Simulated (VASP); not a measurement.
Runs of VASP 6.6.1 on Hf4N. The structure is that of space group F-43m (No. 216), or close to it. The cells are those of the table. 

| task | cell | k mesh | gap on the mesh (eV) | pressure (GPa) | relaxed volume (Å³/atom) | largest force (eV/Å) |
| --- | --- | --- | --- | --- | --- | --- |
| single point | a = 6.447 Å, angles 60.0°, 5 atoms | 4 × 4 × 4 | none | -0.3 | - | 0.03 |
| single point | a = 6.445 Å, angles 60.0°, 5 atoms | 8 × 8 × 8 | none | -0.3 | - | 0.03 |
| relaxation of cell and atoms | relaxed from a = 5.051 Å, angles 60.0°, 5 atoms | 4 × 4 × 4 | none | 0.0 | (a) | 0.02 |
| relaxation of cell and atoms | relaxed from a = 6.447 Å, angles 60.0°, 5 atoms | 8 × 8 × 8 | none | 0.0 | 37.65 | - |

Alike in all rows: level PBE; potentials or basis VASP PAW PBE potentials, release 64 (Hf_pv, N); no spin polarisation; cutoff (eV) 600; smearing gaussian 0.1 eV.

Task: Estimate the missing entries.

Result: (a) 37.18.

Caveats: some runs use coarse meshes; spin-orbit coupling is left out, which moves the levels of the heavy elements; the volume moved by over 15 % at a fixed basis, so the end points are rough (some runs).

A k mesh can miss the band edges, and the runs leave out spin-orbit coupling on Hf.

A gap of «none» marks levels without a gap at the run's occupations.
